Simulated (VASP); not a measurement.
Wanted: the native input for a VASP 6.6.1 run.

* Task: single point
* Functional: PBE
* Potentials or basis: VASP PAW PBE potentials, release 64 (Ba_sv)
* Cutoff: 520 eV
* k mesh: 8 × 8 × 2
* Occupations: fermi-dirac, width 0.08 eV
* Spin: no spin polarisation
* Dipole correction: no
* Further INCAR settings: ALGO = Normal; EDIFF = 1e-06; NBANDS = 28

The structure of Ba lies in POSCAR:

```
Ba
1.0
    3.3084586035      0.0000000000      0.0000000000
   -1.6542293018      2.8652091980      0.0000000000
    0.0000000000      0.0000000000     10.8018260822
Ba
4
Direct
    0.0000000000      0.0000000000      0.0000000000
    0.0000000000      0.0000000000      0.5000000000
    0.3333333333      0.6666666667      0.2500000000
    0.6666666667      0.3333333333      0.7500000000
```

This cell differs from its parent crystal: volume scaled by 0.4.

The input as run:

INCAR

```
SYSTEM = Ba
PREC = Accurate
ENCUT = 520
EDIFF = 1E-6
ISMEAR = -1
SIGMA = 0.08
LREAL = .False.
LASPH = .True.
NELM = 80
ALGO = Normal
ISIF = 2
LWAVE = .False.
LCHARG = .True.
GGA = PE
LELF = .True.
LVHAR = .True.
NBANDS = 28
```

KPOINTS

```
Automatic mesh
0
Gamma
  8 8 2
  0 0 0
```

Potentials or basis: VASP PAW PBE potentials, release 64 (Ba_sv).

Launch:

```bash
$ cat potpaw_PBE.64/Ba_sv/POTCAR > POTCAR
$ mpirun -np 1 vasp_std > vasp.out
```

It gave:

The pressure is 29.0 GPa and the band gap on the k mesh is zero (band 20 reaches 7.01 eV, above the bottom of band 21 at 5.47 eV).

Caveat: spin-orbit coupling is left out, which moves the levels of the heavy elements.

It took 110 s on 1 thread of AMD EPYC 7R13, with other jobs on the host, peak memory 0.21 GiB.
